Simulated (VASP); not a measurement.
Set up this calculation in VASP 6.6.1, as the native input.

- Task: single point
- Functional: PBE
- Potentials or basis: VASP PAW PBE potentials, release 64 (Hf_pv)
- Cutoff: 520 eV
- k mesh: 21 × 21 × 21
- Occupations: fermi-dirac, width 0.0612256 eV
- Spin: no spin polarisation
- Dipole correction: no
- Further INCAR settings: ALGO = Normal; EDIFF = 1e-06; NBANDS = 11

The structure of Hf lies in POSCAR:

```
Hf
1.0
    0.0000000000      2.1971271715      2.1971271715
    2.1971271715      0.0000000000      2.1971271715
    2.1971271715      2.1971271715      0.0000000000
Hf
1
Direct
    0.0000000000      0.0000000000      0.0000000000
```

This isn't the form of Hf at room conditions, which is hcp.

These files were run (other wordings do the same):

INCAR

```
PREC = Accurate
ENCUT = 520
EDIFF = 1E-6
ISMEAR = -1
SIGMA = 0.06122561905347299
LREAL = F
LASPH = T
NELM = 60
ALGO = Normal
ISIF = 2
LWAVE = F
LCHARG = F
GGA = PE
NBANDS = 11
```

KPOINTS

```
Automatic mesh
0
Gamma
  21 21 21
```

Potentials or basis: VASP PAW PBE potentials, release 64 (Hf_pv).

Command:

```console
$ cat potpaw_PBE.64/Hf_pv/POTCAR > POTCAR
$ mpirun -np 1 vasp_std > vasp.out
```

It gave:

```json
{"Pressure": "6.5 GPa", "Band gap on the k mesh": "zero (bands 5 and 6 overlap by 1.97 eV)"}
```

Caveat: the cell stands under pressure; spin-orbit coupling is left out, which moves the levels of the heavy elements.

Run time: 45 s on 1 thread of Intel Xeon 8259CL (shared host), peak memory 0.19 GiB.
